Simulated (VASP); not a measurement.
Here is a VASP 6.6.1 calculation.

Contents of INCAR:

```
SYSTEM = Hf3ZrTe8
PREC = Accurate ; ENCUT = 520
EDIFF = 1E-6 ; ISMEAR = 0
SIGMA = 0.1 ; LREAL = .FALSE.
LASPH = .TRUE. ; NELM = 100
ALGO = Fast ; ISIF = 2
LWAVE = .FALSE. ; LCHARG = .TRUE.
GGA = PE ; LELF = .TRUE.
LVHAR = .TRUE. ; NBANDS = 57
```

The input KPOINTS:

```
Automatic mesh
0
G
  6 6 6
  0 0 0
```

The input POSCAR:

```
Hf3ZrTe8
1.0
    7.1590171000     -3.9768899000      0.0000000000
    7.1590171000      3.9768899000      0.0000000000
   -0.0040156000      0.0000000000      6.8903381000
Zr Hf Te
1 3 8
Direct
    0.5000000000      0.5000000000      0.0000000000
    0.0000000000      0.0000000000      0.0000000000
    0.7495270000      0.2504730000      0.5000000000
    0.2504730000      0.7495270000      0.5000000000
    0.1236420000      0.1236420000      0.3331850000
    0.6244140000      0.6244140000      0.3355180000
    0.8758560000      0.3727610000      0.8322540000
    0.3727610000      0.8758560000      0.8322540000
    0.1241440000      0.6272390000      0.1677460000
    0.6272390000      0.1241440000      0.1677460000
    0.8763580000      0.8763580000      0.6668150000
    0.3755860000      0.3755860000      0.6644820000
```

Potentials or basis: VASP PAW PBE potentials, release 64 (Zr_sv, Hf_pv, Te).

Launch:

```sh
$ cat potpaw_PBE.64/Zr_sv/POTCAR potpaw_PBE.64/Hf_pv/POTCAR potpaw_PBE.64/Te/POTCAR > POTCAR
$ mpirun -np 1 vasp_std > vasp.out
```

Predict the pressure.

-0.1 GPa.

Estimate the band gap on the k mesh.

zero (bands 45 and 46 overlap by 0.52 eV).

Forces on the atoms (eV/Å):
```
Zr   0.000  0.000  0.000
Hf   0.000  0.000  0.000
Hf   0.000  0.000  0.000
Hf   0.000  0.000  0.000
Te  -0.024  0.000  0.002
Te  -0.012  0.000  0.017
Te  -0.012 -0.014 -0.006
Te  -0.012  0.014 -0.006
Te   0.012  0.014  0.006
Te   0.012 -0.014  0.006
Te   0.024  0.000 -0.002
Te   0.012  0.000 -0.017
```

Caveat: spin-orbit coupling is left out, which moves the levels of the heavy elements.
